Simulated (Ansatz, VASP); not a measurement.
**VAsF in VASP and in Ansatz**

```
As F V
1.0
     3.32844    0.00000    0.00000
     0.00000    3.32844    0.00000
     0.00000    0.00000    7.53180
As F V
2 2 2
Direct
  0.25000 0.25000 0.61170
  0.75000 0.75000 0.38830
  0.75000 0.25000 0.00000
  0.25000 0.75000 0.00000
  0.25000 0.25000 0.25580
  0.75000 0.75000 0.74420
```

Alike in both runs: task single point; functional PBE; k mesh 5 × 5 × 3; no spin polarisation.

|  | VASP | Ansatz |
| --- | --- | --- |
| version | VASP 6.6.1 | Ansatz 0.2.0 |
| potentials or method | VASP PAW PBE potentials, release 64 (As, F, V_sv), cutoff 520 eV | PAW plane waves |
| occupations | fermi-dirac, width 0.1 eV | fermi-dirac |
| valence electrons in the cell | 50 | 70 |

Ansatz gave:

| Property | Result |
| --- | --- |
| gap on the k mesh at the Fermi level (eV) | none |
| pressure (GPa) | -7.5 |
| traceless stress, the component that is largest in VASP (GPa) | -21.35 |
| rms of the force components (eV/Å) | 1.005 |

**Question.** Estimate VASP's values.

**Answer.** gap on the k mesh at the Fermi level (eV): none; pressure (GPa): -7.4; traceless stress, the component that is largest in VASP (GPa): -21.37; rms of the force components (eV/Å): 1.012.

Atom by atom the forces differ by 0.007 eV/Å (rms over components). A gap of «none» marks a metal or a gap that the smearing closes. VASP's potentials hold 50 valence electrons a cell and Ansatz's 70, so a difference there can come from the potentials and not from the codes.

The k mesh is coarse, so the values compare programs but aren't converged.
